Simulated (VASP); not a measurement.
ScSF, 3 atoms in the cell. The structure is hexagonal, space group P-6m2 (No. 187). The conventional cell has a = 3.686 Å, b = 3.686 Å, c = 3.611 Å, α = 90.00°, β = 90.00°, γ = 120.00°. Sc (site symmetry -6m2) has 3 F at 2.13 Å and 6 S at 2.79 Å within 2.8 Å. Within 3.7 Å of S (site symmetry -6m2) lie 6 Sc at 2.79 Å and 6 F at 2.79 Å and 8 S at 3.61 to 3.69 Å. F (site symmetry -6m2) has 3 Sc at 2.13 Å and 6 S at 2.79 Å within 2.8 Å. 

| Quantity | Value |
| --- | --- |
| Program | VASP 6.6.1 |
| Task | single point |
| Functional | r2SCAN |
| Potentials or basis | VASP PAW PBE potentials, release 64 (Sc_sv, S, F) |
| Cutoff | 520 eV |
| k mesh | 9 × 9 × 8 |
| Occupations | gaussian, width 0.02 eV |
| Spin | no spin polarisation |
| Dipole correction | no |
| Further INCAR settings | ALGO = Normal; EDIFF = 1e-06; NBANDS = 19 |

Potentials or basis: VASP PAW PBE potentials, release 64 (Sc_sv, S, F).

Run with:

```sh
$ cat potpaw_PBE.64/Sc_sv/POTCAR potpaw_PBE.64/S/POTCAR potpaw_PBE.64/F/POTCAR > POTCAR
$ cp INCAR.step1 INCAR
$ mpirun -np 1 vasp_std > vasp.out
$ cp INCAR.step2 INCAR
$ mpirun -np 1 vasp_std > vasp.out
```

Hardware: 1 thread of AMD EPYC 7R43 64-Core Processor (Zen 3) (shared host).

**Question.** Estimate the wall time of this run.

**Answer.** It took 3 min on 1 thread of AMD EPYC 7R43 64-Core Processor (Zen 3), with other jobs on the host, peak memory 0.16 GiB. Counts: k points 60.
